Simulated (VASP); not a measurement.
# CaO (Fm-3m) in VASP: notebook

The runs below take CaO through single point, with LDA, PBE.

All numbers are computed with VASP 6.6.1; they aren't measurements. Logs are shortened: lines on timing, memory, paths and dates and some standing lists are left out, and cuts for length are marked.

### 1 The cell of the first run

The structure is cubic, space group Fm-3m (No. 225). The conventional cell has a = 4.708 Å, b = 4.708 Å, c = 4.708 Å, α = 90.00°, β = 90.00°, γ = 90.00°. Within 3.1 Å of Ca (site symmetry m-3m) lie 6 O at 2.35 Å. O (site symmetry m-3m) has 6 Ca at 2.35 Å within 3.1 Å.

### 2 Single point, LDA

The input, INCAR:

```
SYSTEM = CaO
ALGO = Normal
EDIFF = 1E-6
ENCUT = 520
GGA = CA
ISIF = 2
ISMEAR = -1
LASPH = .True.
LCHARG = .False.
LREAL = .False.
LWAVE = .False.
NBANDS = 15
NELM = 100
PREC = Accurate
SIGMA = 0.02
```

The input, KPOINTS:

```
k-points
0
Gamma
  8 8 8
  0 0 0
```

The input, POSCAR:

```
CaO
1.0
    0.0000000000      2.3539959916      2.3539959916
    2.3539959916      0.0000000000      2.3539959916
    2.3539959916      2.3539959916      0.0000000000
Ca O
1 1
Direct
    0.0000000000      0.0000000000      0.0000000000
    0.5000000000      0.5000000000      0.5000000000
```

Potentials or basis: VASP PAW LDA potentials, release 64 (Ca_sv, O).

On the command line:

```sh
$ cat potpaw_LDA.64/Ca_sv/POTCAR potpaw_LDA.64/O/POTCAR > POTCAR
$ mpirun -np 1 vasp_std > vasp.out
```

OUTCAR:

```text
SYSTEM = CaO
   EDIFF = 1E-6
   ENCUT = 520
   GGA = CA
   ISIF = 2
   ISMEAR = -1
   LASPH = .True.
   LREAL = .False.
   NELM = 100
   PREC = Accurate

 ion  position               nearest neighbor table
   1  0.000  0.000  0.000-   2 2.35   2 2.35   2 2.35   2 2.35   2 2.35   2 2.35
   2  0.500  0.500  0.500-   1 2.35   1 2.35   1 2.35   1 2.35   1 2.35   1 2.35

  LATTYP: Found a face centered cubic cell.
 ALAT       =     4.7079919832

  Lattice vectors:

 A1 = (   0.0000000000,   2.3539959916,   2.3539959916)
 A2 = (   2.3539959916,   0.0000000000,   2.3539959916)
 A3 = (   2.3539959916,   2.3539959916,   0.0000000000)

Analysis of symmetry for initial positions (statically):
=====================================================================
 Subroutine PRICEL returns:
 Original cell was already a primitive cell.

 Routine SETGRP: Setting up the symmetry group for a
 face centered cubic supercell.

 Subroutine GETGRP returns: Found 48 space group operations
 (whereof 48 operations were pure point group operations)
 out of a pool of 48 trial point group operations.

The static configuration has the point symmetry O_h .

Analysis of symmetry for dynamics (positions and initial velocities):
=====================================================================
 Subroutine PRICEL returns:
 Original cell was already a primitive cell.

 Routine SETGRP: Setting up the symmetry group for a
 face centered cubic supercell.

 Subroutine GETGRP returns: Found 48 space group operations
 (whereof 48 operations were pure point group operations)
 out of a pool of 48 trial point group operations.

The dynamic configuration has the point symmetry O_h .

 Subroutine INISYM returns: Found 48 space group operations
 (whereof 48 operations are pure point group operations),
 and found     1 'primitive' translations

----------------------------------------------------------------------------------------

                                     Primitive cell

  volume of cell :      26.0884

  direct lattice vectors                    reciprocal lattice vectors
     0.000000000  2.353995992  2.353995992    -0.212404780  0.212404780  0.212404780
     2.353995992  0.000000000  2.353995992     0.212404780 -0.212404780  0.212404780
     2.353995992  2.353995992  0.000000000     0.212404780  0.212404780 -0.212404780

  length of vectors
     3.329053057  3.329053057  3.329053057     0.367895870  0.367895870  0.367895870

  position of ions in fractional coordinates (direct lattice)
     0.000000000  0.000000000  0.000000000
     0.500000000  0.500000000  0.500000000

  ion indices of the primitive-cell ions
   primitive index   ion index
                 1           1
                 2           2

----------------------------------------------------------------------------------------

 KPOINTS: k-points

Automatic generation of k-mesh.
 Grid dimensions read from file:
 generate k-points for:    8    8    8

 Generating k-lattice:

  Cartesian coordinates                     Fractional coordinates (reciprocal lattice)
    -0.026550597  0.026550597  0.026550597     0.125000000  0.000000000  0.000000000
     0.026550597 -0.026550597  0.026550597     0.000000000  0.125000000  0.000000000
     0.026550597  0.026550597 -0.026550597     0.000000000  0.000000000  0.125000000

  Length of vectors
     0.045986984  0.045986984  0.045986984

  Shift w.r.t. Gamma in fractional coordinates (k-lattice)
     0.000000000  0.000000000  0.000000000

 Subroutine IBZKPT returns following result:
 ===========================================

 Found     29 irreducible k-points:

 Following reciprocal coordinates:
            Coordinates               Weight
  0.000000  0.000000  0.000000      1.000000
  0.125000  0.000000  0.000000      8.000000
  0.250000  0.000000  0.000000      8.000000
  0.375000  0.000000  0.000000      8.000000
  0.500000  0.000000  0.000000      4.000000
  0.125000  0.125000  0.000000      6.000000
[... 16 lines left out ...]
  0.500000  0.250000  0.125000     48.000000
 -0.375000  0.250000  0.125000     24.000000
 [... further k-points ...]
   k-points           NKPTS =     29   k-points in BZ     NKDIM =     29   number of bands    NBANDS=     15
   number of dos      NEDOS =    301   number of ions     NIONS =      2
   total plane-waves  NPLWV =  21952
   dimension x,y,z NGX =    28 NGY =   28 NGZ =   28
   dimension x,y,z NGXF=    56 NGYF=   56 NGZF=   56
   ions per type =               1   1
   NGX,Y,Z   is equivalent  to a cutoff of  13.98, 13.98, 13.98 a.u.
   NGXF,Y,Z  is equivalent  to a cutoff of  27.97, 27.97, 27.97 a.u.
 SYSTEM =  CaO
   PREC   = accura    normal or accurate (medium, high low for compatibility)
   ISTART =      0    job   : 0-new  1-cont  2-samecut
   ICHARG =      2    charge: 1-file 2-atom 10-const
   ISPIN  =      1    spin polarized calculation?
   LNONCOLLINEAR =      F non collinear calculations
   LSORBIT =      F    spin-orbit coupling
   LASPH  =      T    aspherical Exc in radial PAW
   ENCUT  =  520.0 eV  38.22 Ry    6.18 a.u.   6.19  6.19  6.19*2*pi/ulx,y,z
   NELM   =    100;   NELMIN=  2; NELMDL= -5     # of ELM steps
   EDIFF  = 0.1E-05   stopping-criterion for ELM
   LREAL  =      F    real-space projection
   EDIFFG = 0.1E-04   stopping-criterion for IOM
   NSW    =      0    number of steps for IOM
   IBRION =     -1    ionic relax: 0-MD 1-quasi-New 2-CG
   NFREE  =      0    steps in history (QN), initial steepest desc. (CG)
   ISIF   =      2    stress and relaxation
   ISYM   =      2    0-nonsym 1-usesym 2-fastsym
   POTIM  = 0.5000    time-step for ionic-motion
   TEBEG  =    0.0;   TEEND  =   0.0 temperature during run
   PSTRESS=    0.0 pullay stress
   NELECT =      16.0000    total number of electrons
   NUPDOWN=      -1.0000    fix difference up-down
   EMIN   =  10.00;   EMAX   =-10.00  energy-range for DOS
   EFERMI =   0.00;   METHOD = LEGACY
   ISMEAR =    -1;   SIGMA  =   0.02  broadening in eV -4-tet -1-fermi 0-gaus
   EFERMI_NEDOS =   21; number of points for ismear=-14 and -15
   IALGO  =     38    algorithm
   IMIX   =      4    mixing-type and parameters
     AMIX     =   0.40;   BMIX     =  1.00
     AMIX_MAG =   1.60;   BMIX_MAG =  1.00
  volume/ion in A,a.u.               =      13.04        88.03
  Fermi-wavevector in a.u.,A,eV,Ry     =   1.390910  2.628439 26.322257  1.934631
  Thomas-Fermi vector in A             =   2.514800
   LORBIT       =      0    0 simple, 1 ext, 2 COOP (PROOUT), +10 PAW based schemes
   GGA     = CA    functional components
   LHFCALC =     F    Hartree Fock is set to
   AEXX    =    0.0000 exact exchange contribution
   IVDW    =     0    specifies the selected vdW correction
   LEPSILON=     F    determine dielectric tensor
   LRPA    =     F    only Hartree local field effects (RPA)
 non-spin polarized calculation
  energy-cutoff  :      520.00
  volume of cell :       26.09
 maximum number of plane-waves:       725
 NGX is ok and might be reduce to    28
   NGX = 13   NGY = 13   NGZ = 13

 number of electron      15.9999999 magnetization

 Free energy of the ion-electron system (eV)
  ---------------------------------------------------
  ext. energy  EPLUGINS =         0.00000000
  ---------------------------------------------------
  free energy    TOTEN  =       -14.22039409 eV

  energy without entropy =      -14.22039409  energy(sigma->0) =      -14.22039409

 E-fermi :   2.7922     XC(G=0): -11.3375

 val. band max:        2.3862443419   @ k =   0.0000   0.0000   0.0000
 cond. band min:       5.8049069344   @ k =   0.5000   0.5000   0.0000
 fundamental gap:      3.4186625925
 Fermi energy:         2.7921761454

 k-point     1 :       0.0000    0.0000    0.0000
  band No.  band energies     occupation
      1     -34.4380      2.00000
      2     -15.4305      2.00000
      3     -15.4305      2.00000
      4     -15.4305      2.00000
      5     -12.9445      2.00000
      6       2.3862      2.00000
      7       2.3862      2.00000
      8       2.3862      2.00000
      9       7.4680      0.00000
     10       8.6338      0.00000
     11       8.6338      0.00000
     12       8.6338      0.00000
     13      10.3095      0.00000
     14      10.3095      0.00000
     15      17.5640      0.00000

 k-point     2 :       0.1250    0.0000    0.0000
  band No.  band energies     occupation
      1     -34.4167      2.00000
      2     -15.7348      2.00000
      3     -15.4404      2.00000
      4     -15.4404      2.00000
      5     -12.6327      2.00000
      6       1.8147      2.00000
      7       2.1437      2.00000
      8       2.1437      2.00000
      9       8.1609      0.00000
     10       8.6010      0.00000
     11       8.9266      0.00000
     12       8.9266      0.00000
     13      10.7261      0.00000
     14      10.7261      0.00000
     15      18.2562      0.00000

 k-point     3 :       0.2500    0.0000    0.0000
  band No.  band energies     occupation
      1     -34.3649      2.00000
      2     -16.2975      2.00000
      3     -15.4639      2.00000
      4     -15.4639      2.00000
      5     -12.0496      2.00000
      6       0.7327      2.00000
      7       1.6306      2.00000
      8       1.6306      2.00000
      9       8.6927      0.00000
     10       9.6486      0.00000
     11       9.6981      0.00000
     12       9.6981      0.00000
     13      11.7213      0.00000
     14      11.7213      0.00000
     15      18.8501      0.00000
[... 343 lines left out ...]
 k-point    23 :       0.5000    0.2500    0.1250
  band No.  band energies     occupation
      1     -34.2856      2.00000
      2     -16.5387      2.00000
      3     -15.7239      2.00000
      4     -15.5596      2.00000
      5     -11.8379      2.00000
      6       0.2386      2.00000
      7       1.1970      2.00000
      8       1.4864      2.00000
      9       8.2791      0.00000
     10      10.1387      0.00000
     11      11.1381      0.00000
     12      11.3334      0.00000
     13      12.7811      0.00000
     14      14.0005      0.00000
     15      17.7766      0.00000

 k-point    24 :      -0.3750    0.2500    0.1250
  band No.  band energies     occupation
      1     -34.2682      2.00000
      2     -16.6167      2.00000
      3     -15.7434      2.00000
      4     -15.5933      2.00000
      5     -11.7744      2.00000
      6       0.1840      2.00000
      7       1.1758      2.00000
      8       1.2169      2.00000
      9       9.2658      0.00000
     10       9.3357      0.00000
     11      11.4687      0.00000
     12      11.7758      0.00000
     13      13.1010      0.00000
     14      14.8167      0.00000
     15      16.8714      0.00000

 [... further k-points ...]

------------------------ aborting loop because EDIFF is reached ----------------------------------------

  FORCE on cell =-STRESS in cart. coord.  units (eV):
  Direction    XX          YY          ZZ          XY          YZ          ZX
  --------------------------------------------------------------------------------------
  -------------------------------------------------------------------------------------
  Total        0.1597909      0.1597909      0.1597909      0.0000000      0.0000000     -0.0000000
  in kB        9.8133070      9.8133070      9.8133070      0.0000000      0.0000000     -0.0000000
  external PRESSURE =       9.8133070 kB  Pullay stress =       0.0000000 kB

 VOLUME and BASIS-vectors are now :
 -----------------------------------------------------------------------------
  energy-cutoff  :      520.00
  volume of cell :       26.09
      direct lattice vectors                 reciprocal lattice vectors
     0.000000000  2.353995992  2.353995992    -0.212404780  0.212404780  0.212404780
     2.353995992  0.000000000  2.353995992     0.212404780 -0.212404780  0.212404780
     2.353995992  2.353995992  0.000000000     0.212404780  0.212404780 -0.212404780

 POSITION                                       TOTAL-FORCE (eV/Angst)
 -----------------------------------------------------------------------------------
      0.00000      0.00000      0.00000         0.000000     -0.000000      0.000000
      2.35400      2.35400      2.35400        -0.000000      0.000000     -0.000000
 -----------------------------------------------------------------------------------
    total drift:                                0.000000      0.000000      0.000000

  FREE ENERGIE OF THE ION-ELECTRON SYSTEM (eV)
  ---------------------------------------------------
  free  energy   TOTEN  =       -14.2203940918 eV

  energy  without entropy=      -14.2203940918  energy(sigma->0) =      -14.22039409
```

It took 12 s on 1 thread of Intel Xeon 6975P-C, shared host; peak memory 0.15 GiB.

What came out:

```yaml
Free_energy: -14.2204 eV
Pressure: 1.0 GPa
Band_gap_on_the_k_mesh: 3.42 eV, indirect (least direct gap 3.78 eV)
```

A k mesh can miss the band edges.

### 3 Single point, PBE

This run uses another cell than the first one, of 14.09 Å³/atom, 1.080 times its volume.

The input, INCAR:

```
SYSTEM = CaO
ALGO = Normal
EDIFF = 1E-6
ENCUT = 520
GGA = PE
ISIF = 2
ISMEAR = -1
LASPH = .TRUE.
LCHARG = .FALSE.
LREAL = .FALSE.
LWAVE = .FALSE.
NBANDS = 15
NELM = 80
PREC = Accurate
SIGMA = 0.02
```

The input, KPOINTS:

```
k-points
0
G
  8 8 8
  0 0 0
```

The input, POSCAR:

```
CaO
1.0
    0.0000000000      2.4151779043      2.4151779043
    2.4151779043      0.0000000000      2.4151779043
    2.4151779043      2.4151779043      0.0000000000
Ca O
1 1
Direct
    0.0000000000      0.0000000000      0.0000000000
    0.5000000000      0.5000000000      0.5000000000
```

Potentials or basis: VASP PAW PBE potentials, release 64 (Ca_sv, O).

On the command line:

```sh
$ cat potpaw_PBE.64/Ca_sv/POTCAR potpaw_PBE.64/O/POTCAR > POTCAR
$ mpirun -np 1 vasp_std > vasp.out
```

OUTCAR:

```text
SYSTEM = CaO
   EDIFF = 1E-6
   ENCUT = 520
   GGA = PE
   ISIF = 2
   ISMEAR = -1
   LASPH = .TRUE.
   LREAL = .FALSE.
   NELM = 80
   PREC = Accurate

 ion  position               nearest neighbor table
   1  0.000  0.000  0.000-   2 2.42   2 2.42   2 2.42   2 2.42   2 2.42   2 2.42
   2  0.500  0.500  0.500-   1 2.42   1 2.42   1 2.42   1 2.42   1 2.42   1 2.42

  LATTYP: Found a face centered cubic cell.
 ALAT       =     4.8303558086

  Lattice vectors:

[... 620 lines left out ...]

  FORCE on cell =-STRESS in cart. coord.  units (eV):
  Direction    XX          YY          ZZ          XY          YZ          ZX
  --------------------------------------------------------------------------------------
  -------------------------------------------------------------------------------------
  Total        0.0992032      0.0992032      0.0992032      0.0000000      0.0000000     -0.0000000
  in kB        5.6410336      5.6410336      5.6410336      0.0000000      0.0000000     -0.0000000
  external PRESSURE =       5.6410336 kB  Pullay stress =       0.0000000 kB

 VOLUME and BASIS-vectors are now :
 -----------------------------------------------------------------------------
  energy-cutoff  :      520.00
  volume of cell :       28.18
      direct lattice vectors                 reciprocal lattice vectors
     0.000000000  2.415177904  2.415177904    -0.207024087  0.207024087  0.207024087
     2.415177904  0.000000000  2.415177904     0.207024087 -0.207024087  0.207024087
     2.415177904  2.415177904  0.000000000     0.207024087  0.207024087 -0.207024087

 POSITION                                       TOTAL-FORCE (eV/Angst)
 -----------------------------------------------------------------------------------
      0.00000      0.00000      0.00000         0.000000     -0.000000      0.000000
      2.41518      2.41518      2.41518        -0.000000      0.000000     -0.000000
 -----------------------------------------------------------------------------------
    total drift:                                0.000000      0.000000      0.000000

  FREE ENERGIE OF THE ION-ELECTRON SYSTEM (eV)
  ---------------------------------------------------
  free  energy   TOTEN  =       -12.8052689132 eV

  energy  without entropy=      -12.8052689132  energy(sigma->0) =      -12.80526891
```

stdout:

```text
POSCAR found type information on POSCAR CaO
 POSCAR found :  2 types and       2 ions
 scaLAPACK will be used
 LDA part: xc-table for (Slater+PW92), standard interpolation
 POSCAR, INCAR and KPOINTS ok, starting setup
 FFT: planning ... GRIDC
 FFT: planning ... GRID_SOFT
 FFT: planning ... GRID
 WAVECAR not read
 entering main loop
```

Run time: 12 s. Hardware: 1 thread of Intel Xeon 6975P-C, shared host; peak memory 0.16 GiB.

Results:

| Quantity | Value |
| --- | --- |
| Free energy | -12.8053 eV |
| Pressure | 0.6 GPa |
| Band gap on the k mesh | 3.64 eV, indirect (least direct gap 4.02 eV) |

Levels at points of the mesh, in eV from the valence-band top:
```tsv
k point	band 5	band 6	band 7	band 8	band 9	band 10	band 11	band 12
(0.00, 0.00, 0.00)	-15.50	0.00	0.00	0.00	4.59	6.19	6.19	6.19
(0.50, 0.00, 0.00)	-14.37	-2.60	-1.17	-1.17	6.98	8.27	8.27	8.39
(0.50, 0.50, 0.00)	-15.26	-1.31	-0.38	-0.38	3.64	7.93	8.81	9.43
```

A k mesh can miss the band edges. Expect the measured gap to be larger: semilocal functionals such as PBE lack the derivative discontinuity.

(Part 1 of 2 ends here.)
